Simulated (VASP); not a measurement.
**Al2Pt: relaxation of the atoms with PBE**

Crystal: Al2Pt.

```
Pt Al
1.0
     0.00000    2.95500    3.07320
     2.95500    0.00000    3.07320
     2.95500    2.95500    0.00000
Pt Al
1 2
Direct
  0.00000 0.00000 0.00000
  0.75000 0.75000 0.75000
  0.25000 0.25000 0.25000
```

| Quantity | Value |
| --- | --- |
| Program | VASP 6.6.1 |
| Task | relaxation of the atoms |
| Functional | PBE |
| Potentials or basis | VASP PAW PBE potentials, release 64 (Pt, Al) |
| Cutoff | 520 eV |
| k mesh | 7 × 7 × 7 |
| Occupations | fermi-dirac, width 0.05 eV |
| Spin | no spin polarisation |
| Dipole correction | no |
| Further INCAR settings | ALGO = Normal; EDIFF = 1e-07; IBRION = 2; EDIFFG = -0.01; NSW = 60 |

| Item | Value |
| --- | --- |
| Pressure after relaxing | -2.8 GPa |
| Band gap on the k mesh | zero (bands 8 and 9 overlap by 4.80 eV) |

Stress tensor (GPa, compression positive):
```
-2.04  0.00  0.00
 0.00 -2.04  0.00
 0.00  0.00 -4.18
```

Final structure:
```yaml
crystal:
  lattice:
    - [0.00000, 2.95500, 3.07320]
    - [2.95500, 0.00000, 3.07320]
    - [2.95500, 2.95500, 0.00000]
  atoms:
    - { symbol: Pt, position: [0.00000, 0.00000, 0.00000] }
    - { symbol: Al, position: [0.75000, 0.75000, 0.75000] }
    - { symbol: Al, position: [0.25000, 0.25000, 0.25000] }
```

Levels at points of the mesh, in eV from the Fermi level:
```csv
k point,band 5,band 6,band 7,band 8,band 9,band 10,band 11,band 12
"(0.00, 0.00, 0.00)",-3.60,-3.45,2.69,3.61,3.91,3.91,5.02,5.02
```

Run time: 14 s on 1 thread of AMD EPYC 9R45 96-Core Processor (Zen 5), with other jobs on the host, peak memory 0.16 GiB.

Caveat: the relaxation stopped at its first step, so nothing moved; spin-orbit coupling is left out, which moves the levels of the heavy elements.
